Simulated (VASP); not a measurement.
# SrO (I4mm) in VASP: a series of runs, part 2 of 2

VASP 6.6.1. Earlier steps stand in the parts before.

**4. Single point, r2SCAN**

Input file POSCAR:

```
SrO
1.0
    0.0000000000      2.5698000000      2.5698000000
    2.5698000000      0.0000000000      2.5698000000
    2.5698000000      2.5698000000      0.0000000000
Sr O
1 1
Direct
    0.0486419177      0.0486419177     -0.0486419177
    0.5000000000      0.5000000000      0.5000000000
```

Input file INCAR.step1:

```
SYSTEM = SrO
  PREC = Accurate
  ENCUT = 520
  ISMEAR = 0
  SIGMA = 0.05
  LREAL = .False.
  LASPH = .True.
  NELM = 60
  NBANDS = 15
  GGA = PE
  ALGO = Normal
  EDIFF = 1E-4
  LWAVE = .True.
  LCHARG = .False.
```

Input file INCAR.step2:

```
SYSTEM = SrO
  PREC = Accurate
  ENCUT = 520
  EDIFF = 1E-6
  ISMEAR = 0
  SIGMA = 0.05
  LREAL = .False.
  LASPH = .True.
  NELM = 60
  ALGO = Normal
  ISIF = 2
  LWAVE = .False.
  LCHARG = .True.
  METAGGA = R2SCAN
  LMIXTAU = .True.
  LELF = .True.
  LVHAR = .True.
  NBANDS = 15
  ISTART = 1
```

Input file KPOINTS:

```
regular mesh
0
Gamma
  8 8 8
  0 0 0
```

On the command line:

```console
$ cat potpaw_PBE.64/Sr_sv/POTCAR potpaw_PBE.64/O/POTCAR > POTCAR
$ cp INCAR.step1 INCAR
$ mpirun -np 1 vasp_std > vasp.out
$ cp INCAR.step2 INCAR
$ mpirun -np 1 vasp_std > vasp.out
```

It took 4.4 min on 1 thread of AMD EPYC 7R13, shared host; peak memory 0.16 GiB.

Results (log left out):

```yaml
Free_energy: -26.9540 eV
Pressure: 3.7 GPa
Largest_force: 0.931 eV/Å
Band_gap_on_the_k_mesh: 3.84 eV (least direct gap 3.87 eV)
```

Forces in eV/Å, atoms in the order of the input:
```
Sr   0.000  0.000 -0.931
O    0.000  0.000  0.931
```

Stress tensor (GPa, compression positive):
```
1.05 0.00 0.00
0.00 1.05 0.00
0.00 0.00 8.91
```

Levels at points of the mesh, in eV from the valence-band top:
```
           k point  band 4  band 5  band 6  band 7  band 8  band 9  band 10  band 11  band 12  band 13
(0.00, 0.00, 0.00)  -14.35  -14.23   -0.09   -0.09   -0.04    4.71     6.91     7.15     7.15     9.22
(0.50, 0.00, 0.00)  -14.43  -13.29   -2.02   -1.05   -1.00    7.13     8.80     9.65     9.86    12.38
(0.50, 0.50, 0.00)  -14.72  -14.69   -0.23   -0.02   -0.02    3.84     8.32    10.89    11.08    11.84
(0.00, 0.50, 0.50)  -14.71  -14.42   -0.37   -0.35    0.00    4.31     8.45    11.15    11.25    11.83
```

Caveat: the cell differs from its parent crystal (all Sr atoms moved -0.250 Å, as atom 1 towards its neighbour atom 2 (O) at 2.570 Å); the stress differs along the axes, from 1 to 9 GPa; the PAW data sets were made with another functional, which shifts forces and pressure a little. A k mesh can miss the band edges.

**5. Single point, r2SCAN**

POSCAR, as its differences from that of step 4:

```diff
@@ -8,3 +8,3 @@
 Direct
-    0.0486419177      0.0486419177     -0.0486419177
+   -0.0851233559     -0.0851233559      0.0851233559
     0.5000000000      0.5000000000      0.5000000000
```

Input file INCAR.step1:

```
SYSTEM = SrO
ALGO = Normal ; EDIFF = 1E-4
ENCUT = 520 ; GGA = PE
ISMEAR = 0 ; LASPH = .TRUE.
LCHARG = .FALSE. ; LREAL = .FALSE.
LWAVE = .TRUE. ; NBANDS = 15
NELM = 80 ; PREC = Accurate
SIGMA = 0.05
```

Input file INCAR.step2:

```
SYSTEM = SrO
ALGO = Normal ; EDIFF = 1E-7
ENCUT = 520 ; ISIF = 2
ISMEAR = 0 ; ISTART = 1
LASPH = .TRUE. ; LCHARG = .FALSE.
LMIXTAU = .TRUE. ; LREAL = .FALSE.
LWAVE = .FALSE. ; METAGGA = R2SCAN
NBANDS = 15 ; NELM = 80
PREC = Accurate ; SIGMA = 0.05
```

Input file KPOINTS:

```
k-points
0
G
  8 8 8
  0 0 0
```

Potentials or basis: VASP PAW PBE potentials, release 64 (Sr_sv, O).

On the command line:

```console
$ cat potpaw_PBE.64/Sr_sv/POTCAR potpaw_PBE.64/O/POTCAR > POTCAR
$ cp INCAR.step1 INCAR
$ mpirun -np 1 vasp_std > vasp.out
$ cp INCAR.step2 INCAR
$ mpirun -np 1 vasp_std > vasp.out
```

OUTCAR:

```text
SYSTEM = SrO
   EDIFF = 1E-7
   ENCUT = 520
   ISIF = 2
   ISMEAR = 0
   ISTART = 1
   LASPH = .TRUE.
   LREAL = .FALSE.
   METAGGA = R2SCAN
   NELM = 80
   PREC = Accurate

 ion  position               nearest neighbor table
   1  0.915  0.915  0.085-   2 2.13   2 2.61   2 2.61   2 2.61   2 2.61   2 3.01
   2  0.500  0.500  0.500-   1 2.13   1 2.61   1 2.61   1 2.61   1 2.61   1 3.01

  LATTYP: Found a face centered cubic cell.
 ALAT       =     5.1396000000

  Lattice vectors:

 A1 = (   0.0000000000,   2.5698000000,   2.5698000000)
 A2 = (   2.5698000000,   0.0000000000,   2.5698000000)
 A3 = (   2.5698000000,   2.5698000000,   0.0000000000)

Analysis of symmetry for initial positions (statically):
=====================================================================
 Subroutine PRICEL returns:
 Original cell was already a primitive cell.

 Routine SETGRP: Setting up the symmetry group for a
 face centered cubic supercell.

 Subroutine GETGRP returns: Found  8 space group operations
 (whereof  8 operations were pure point group operations)
 out of a pool of 48 trial point group operations.

The static configuration has the point symmetry C_4v.

Analysis of symmetry for dynamics (positions and initial velocities):
=====================================================================
 Subroutine PRICEL returns:
 Original cell was already a primitive cell.

 Routine SETGRP: Setting up the symmetry group for a
 face centered cubic supercell.

 Subroutine GETGRP returns: Found  8 space group operations
 (whereof  8 operations were pure point group operations)
 out of a pool of 48 trial point group operations.

The dynamic configuration has the point symmetry C_4v.

 Subroutine INISYM returns: Found  8 space group operations
 (whereof  8 operations are pure point group operations),
 and found     1 'primitive' translations

----------------------------------------------------------------------------------------

                                     Primitive cell

[... 120 lines left out ...]
   LRPA    =     F    only Hartree local field effects (RPA)
 non-spin polarized calculation
 Gauss-broadening in eV      SIGMA  =   0.05
  energy-cutoff  :      520.00
  volume of cell :       33.94
 maximum number of plane-waves:       941
   NGX = 13   NGY = 13   NGZ = 13

 number of electron      15.9999997 magnetization

 Free energy of the ion-electron system (eV)
  ---------------------------------------------------
  ext. energy  EPLUGINS =         0.00000000
  ---------------------------------------------------
  free energy    TOTEN  =       -26.63841625 eV

  energy without entropy =      -26.63841625  energy(sigma->0) =      -26.63841625

 E-fermi :   1.6120     XC(G=0): -10.5426

 val. band max:        1.3365882824   @ k =   0.5000   0.1250  -0.3750
 cond. band min:       5.1076977271   @ k =   0.5000   0.5000   0.0000
 fundamental gap:      3.7711094448
 Fermi energy:         1.6119590239

 k-point     1 :       0.0000    0.0000    0.0000
  band No.  band energies     occupation
      1     -31.9836      2.00000
      2     -15.2542      2.00000
      3     -12.9995      2.00000
      4     -12.9995      2.00000
      5     -12.6175      2.00000
      6       0.8098      2.00000
      7       0.8098      2.00000
      8       1.0061      2.00000
      9       5.8593      0.00000
     10       8.2176      0.00000
     11       8.9311      0.00000
     12       8.9311      0.00000
     13      10.5184      0.00000
     14      11.6137      0.00000
[... 401 lines left out ...]
      2     -16.1993      2.00000
      3     -13.5138      2.00000
      4     -13.2552      2.00000
      5     -12.0858      2.00000
      6       0.1418      2.00000
      7       0.6427      2.00000
      8       0.7734      2.00000
      9       6.8048      0.00000
     10       8.7434      0.00000
     11      11.3606      0.00000
     12      11.7960      0.00000
     13      12.9049      0.00000
     14      14.8850      0.00000
     15      16.5479      0.00000

 [... further k-points ...]

------------------------ aborting loop because EDIFF is reached ----------------------------------------

  FORCE on cell =-STRESS in cart. coord.  units (eV):
  Direction    XX          YY          ZZ          XY          YZ          ZX
  --------------------------------------------------------------------------------------
  -------------------------------------------------------------------------------------
  Total        0.0784459      0.0784459      5.4746742      0.0000000      0.0000000      0.0000000
  in kB        3.7029939      3.7029939    258.4287905      0.0000000      0.0000000      0.0000000
  external PRESSURE =      88.6115928 kB  Pullay stress =       0.0000000 kB

 VOLUME and BASIS-vectors are now :
 -----------------------------------------------------------------------------
  energy-cutoff  :      520.00
  volume of cell :       33.94
      direct lattice vectors                 reciprocal lattice vectors
     0.000000000  2.569800000  2.569800000    -0.194567671  0.194567671  0.194567671
     2.569800000  0.000000000  2.569800000     0.194567671 -0.194567671  0.194567671
     2.569800000  2.569800000  0.000000000     0.194567671  0.194567671 -0.194567671

 POSITION                                       TOTAL-FORCE (eV/Angst)
 -----------------------------------------------------------------------------------
      2.56980      2.56980      4.70210         0.000000      0.000000      2.662137
      2.56980      2.56980      2.56980         0.000000      0.000000     -2.662137
 -----------------------------------------------------------------------------------
    total drift:                               -0.000000     -0.000000     -0.000495

  FREE ENERGIE OF THE ION-ELECTRON SYSTEM (eV)
  ---------------------------------------------------
  free  energy   TOTEN  =       -26.6384162470 eV

  energy  without entropy=      -26.6384162470  energy(sigma->0) =      -26.63841625
```

OUTCAR.step1:

```text
SYSTEM = SrO
   EDIFF = 1E-4
   ENCUT = 520
   GGA = PE
   ISMEAR = 0
   LASPH = .TRUE.
   LREAL = .FALSE.
[... 652 lines left out ...]
      2.56980      2.56980      4.70210         0.000000      0.000000      2.522847
      2.56980      2.56980      2.56980         0.000000      0.000000     -2.522847
 -----------------------------------------------------------------------------------
    total drift:                               -0.000000     -0.000000      0.003212

  FREE ENERGIE OF THE ION-ELECTRON SYSTEM (eV)
  ---------------------------------------------------
  free  energy   TOTEN  =       -11.6538580765 eV

  energy  without entropy=      -11.6538580765  energy(sigma->0) =      -11.65385808
```

Run time: 4.8 min. Hardware: 1 thread of AMD EPYC 7R13, shared host; peak memory 0.16 GiB.

What came out:

- Free energy: -26.6384 eV
- Pressure: 8.9 GPa
- Largest force: 2.662 eV/Å
- Band gap on the k mesh: 3.77 eV (least direct gap 3.85 eV)

Forces on the atoms (eV/Å):
```
Sr   0.000  0.000  2.662
O    0.000  0.000 -2.662
```

Levels at points of the mesh, in eV from the valence-band top:
```
           k point  band 4  band 5  band 6  band 7  band 8  band 9  band 10  band 11  band 12  band 13
(0.00, 0.00, 0.00)  -14.34  -13.95   -0.53   -0.53   -0.33    4.52     6.88     7.59     7.59     9.18
(0.50, 0.00, 0.00)  -14.44  -13.11   -2.11   -1.19   -1.00    6.86     8.48     9.69     9.92    11.72
(0.50, 0.50, 0.00)  -14.74  -14.03   -0.19   -0.19   -0.08    3.77     7.51    10.60    11.09    11.79
(0.00, 0.50, 0.50)  -14.69  -13.96   -1.03   -0.54   -0.07    5.01     8.02    11.21    11.31    11.78
```

Caveat: the cell differs from its parent crystal (all Sr atoms moved +0.438 Å, as atom 1 towards its neighbour atom 2 (O) at 2.570 Å); the stress differs along the axes, from 0 to 26 GPa; the PAW data sets were made with another functional, which shifts forces and pressure a little. A k mesh can miss the band edges.

**6. Single point, r2SCAN**

POSCAR, as its differences from that of step 5:

```diff
@@ -8,3 +8,3 @@
 Direct
-   -0.0851233559     -0.0851233559      0.0851233559
+   -0.0608023971     -0.0608023971      0.0608023971
     0.5000000000      0.5000000000      0.5000000000
```

Input file INCAR.step1:

```
PREC     = Accurate       # precision mode
ENCUT    = 520            # plane-wave cutoff, eV
ISMEAR   = 0              # smearing method
SIGMA    = 0.05           # smearing width, eV
LREAL    = False          # projectors in reciprocal space
LASPH    = True           # aspherical terms in the spheres
NELM     = 60             # most SCF steps
NBANDS   = 15             # bands
GGA      = PE             # functional
ALGO     = Normal         # electronic algorithm
EDIFF    = 1E-4           # SCF threshold, eV
LWAVE    = True           # write WAVECAR
LCHARG   = False          # write CHGCAR
```

Input file INCAR.step2:

```
PREC     = Accurate       # precision mode
ENCUT    = 520            # plane-wave cutoff, eV
EDIFF    = 1E-6           # SCF threshold, eV
ISMEAR   = 0              # smearing method
SIGMA    = 0.05           # smearing width, eV
LREAL    = False          # projectors in reciprocal space
LASPH    = True           # aspherical terms in the spheres
NELM     = 60             # most SCF steps
ALGO     = Normal         # electronic algorithm
ISIF     = 2              # what is computed and relaxed
LWAVE    = False          # write WAVECAR
LCHARG   = False          # write CHGCAR
METAGGA  = R2SCAN         # meta-GGA
LMIXTAU  = True         
NBANDS   = 15             # bands
ISTART   = 1
```

Input file KPOINTS:

```
Automatic mesh
0
Gamma
  8 8 8
```

Potentials or basis: VASP PAW PBE potentials, release 64 (Sr_sv, O).

On the command line:

```console
$ cat potpaw_PBE.64/Sr_sv/POTCAR potpaw_PBE.64/O/POTCAR > POTCAR
$ cp INCAR.step1 INCAR
$ mpirun -np 1 vasp_std > vasp.out
$ cp INCAR.step2 INCAR
$ mpirun -np 1 vasp_std > vasp.out
```

Run time: 4.4 min. Hardware: 1 thread of AMD EPYC 7R13, shared host; peak memory 0.15 GiB.

The run converged. Its results:

```yaml
Free_energy: -26.8830 eV
Pressure: 4.9 GPa
Largest_force: 1.363 eV/Å
Band_gap_on_the_k_mesh: 3.83 eV (least direct gap 3.89 eV)
```

Forces in eV/Å, atoms in the order of the input:
```
Sr   0.000  0.000  1.363
O    0.000  0.000 -1.363
```

Stress tensor (GPa, compression positive):
```
 0.79  0.00  0.00
 0.00  0.79  0.00
 0.00  0.00 13.25
```

Levels at points of the mesh, in eV from the valence-band top:
```tsv
k point	band 4	band 5	band 6	band 7	band 8	band 9	band 10	band 11	band 12	band 13
(0.00, 0.00, 0.00)	-14.34	-14.14	-0.20	-0.20	-0.12	4.67	6.91	7.28	7.28	9.22
(0.50, 0.00, 0.00)	-14.43	-13.25	-2.03	-1.08	-0.99	7.07	8.69	9.67	9.91	12.18
(0.50, 0.50, 0.00)	-14.72	-14.48	-0.18	-0.06	-0.06	3.83	8.11	10.78	11.09	11.84
(0.00, 0.50, 0.50)	-14.69	-14.28	-0.55	-0.41	-0.02	4.53	8.34	11.20	11.25	11.82
```

Caveat: the cell differs from its parent crystal (all Sr atoms moved +0.312 Å, as atom 1 towards its neighbour atom 2 (O) at 2.570 Å); the stress differs along the axes, from 1 to 13 GPa; the PAW data sets were made with another functional, which shifts forces and pressure a little. A k mesh can miss the band edges.

**7. Single point, r2SCAN**

POSCAR, as its differences from that of step 6:

```diff
@@ -8,3 +8,3 @@
 Direct
-   -0.0608023971     -0.0608023971      0.0608023971
+   -0.0364814382     -0.0364814382      0.0364814382
     0.5000000000      0.5000000000      0.5000000000
```

Input file INCAR.step1:

```
SYSTEM = SrO
ALGO = Normal ; EDIFF = 1E-4
ENCUT = 520 ; GGA = PE
ISMEAR = 0 ; LASPH = .True.
LCHARG = .False. ; LREAL = .False.
LWAVE = .True. ; NBANDS = 15
NELM = 100 ; PREC = Accurate
SIGMA = 0.05
```

Input file INCAR.step2:

```
SYSTEM = SrO
ALGO = Normal ; EDIFF = 1E-6
ENCUT = 520 ; ISIF = 2
ISMEAR = 0 ; ISTART = 1
LASPH = .True. ; LCHARG = .False.
LMIXTAU = .True. ; LREAL = .False.
LWAVE = .False. ; METAGGA = R2SCAN
NBANDS = 15 ; NELM = 100
PREC = Accurate ; SIGMA = 0.05
```

Input file KPOINTS:

```
k-points
0
Gamma
  8 8 8
  0 0 0
```

On the command line:

```console
$ cat potpaw_PBE.64/Sr_sv/POTCAR potpaw_PBE.64/O/POTCAR > POTCAR
$ cp INCAR.step1 INCAR
$ mpirun -np 1 vasp_std > vasp.out
$ cp INCAR.step2 INCAR
$ mpirun -np 1 vasp_std > vasp.out
```

Run time: 4.7 min. Hardware: 1 thread of AMD EPYC 7R13, shared host; peak memory 0.15 GiB.

Results (log left out):

| Item | Value |
| --- | --- |
| Free energy | -27.0016 eV |
| Pressure | 2.8 GPa |
| Largest force | 0.605 eV/Å |
| Band gap on the k mesh | 3.83 eV (least direct gap 3.85 eV) |

Forces in eV/Å, atoms in the order of the input:
```
Sr   0.000  0.000  0.605
O    0.000  0.000 -0.605
```

Stress tensor (GPa, compression positive):
```
1.29 0.00 0.00
0.00 1.29 0.00
0.00 0.00 5.68
```

Levels at points of the mesh, in eV from the valence-band top:
| k point | band 5 | band 6 | band 7 | band 8 | band 9 | band 10 | band 11 | band 12 |
| --- | --- | --- | --- | --- | --- | --- | --- | --- |
| (0.00, 0.00, 0.00) | -14.31 | -0.02 | -0.02 | 0.00 | 4.72 | 6.88 | 7.02 | 7.02 |
| (0.50, 0.00, 0.00) | -13.35 | -2.04 | -1.06 | -1.03 | 7.15 | 8.91 | 9.61 | 9.77 |
| (0.50, 0.50, 0.00) | -14.75 | -0.29 | -0.02 | -0.02 | 3.83 | 8.45 | 10.99 | 11.04 |
| (0.00, 0.50, 0.50) | -14.57 | -0.37 | -0.22 | -0.01 | 4.10 | 8.51 | 11.08 | 11.22 |

Caveat: the cell differs from its parent crystal (all Sr atoms moved +0.188 Å, as atom 1 towards its neighbour atom 2 (O) at 2.570 Å); the PAW data sets were made with another functional, which shifts forces and pressure a little.

**8. The runs side by side**

| cell | gap on the mesh (eV) | pressure (GPa) | largest force (eV/Å) |
| --- | --- | --- | --- |
| as given, atomic positions A | 3.74 | 11.7 | 3.60 |
| as given, atomic positions B | 3.80 | 6.6 | 1.93 |
| as given, atomic positions C | 3.84 | 3.7 | 0.93 |
| as given, atomic positions D | 3.77 | 8.9 | 2.66 |
| as given, atomic positions E | 3.83 | 4.9 | 1.36 |
| as given, atomic positions F | 3.83 | 2.8 | 0.61 |

Alike in all rows: task single point; level r2SCAN; potentials or basis VASP PAW PBE potentials, release 64 (Sr_sv, O); no spin polarisation; k mesh 8 × 8 × 8; cutoff (eV) 520; smearing gaussian 0.05 eV.

Caveats: the PAW data sets were made with another functional, which shifts forces and pressure a little; the stress differs along the axes, from 0 to 35 GPa (at least some runs); the stress differs along the axes, from 1 to 19 GPa (at least some runs); the stress differs along the axes, from 1 to 9 GPa (at least some runs); the stress differs along the axes, from 0 to 26 GPa (at least some runs); the stress differs along the axes, from 1 to 13 GPa (at least some runs).

Absolute energies hang on the potentials; compare differences alone.
